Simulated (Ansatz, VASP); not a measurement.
One calculation of K, two programs

```xyz
1
Lattice="4.5475 0.0000 0.0000 0.0000 4.3104 0.0000 0.0000 0.0000 4.7846" Properties=species:S:1:pos:R:3 pbc="T T T"
K     0.0000    0.0000    0.0000
```

Change from the starting cell: normal strain along x +0.0550, normal strain along z +0.1100.

Alike in both runs: task single point; functional r2SCAN; k mesh 10 × 10 × 10; occupations gaussian, width 0.15 eV; no spin polarisation.

|  | VASP | Ansatz |
| --- | --- | --- |
| version | VASP 6.6.1 | Ansatz 0.2.0 |
| potentials or method | VASP PAW PBE potentials, release 64 (K_sv), cutoff 520 eV | scalar-relativistic, plane waves, PAW |
| valence electrons in the cell | 9 | 9 |

VASP gave:

* gap on the k mesh at the Fermi level (eV): none
* pressure (GPa): -0.3
* traceless stress, the component that is largest in VASP (GPa): 0.40

Task: Which values does Ansatz return?

Result: gap on the k mesh at the Fermi level (eV): none; pressure (GPa): -0.3; traceless stress, the component that is largest in VASP (GPa): 0.39.

VASP's potentials were made for PBE, not for r2SCAN. A gap of «none» marks a metal or a gap that the smearing closes.
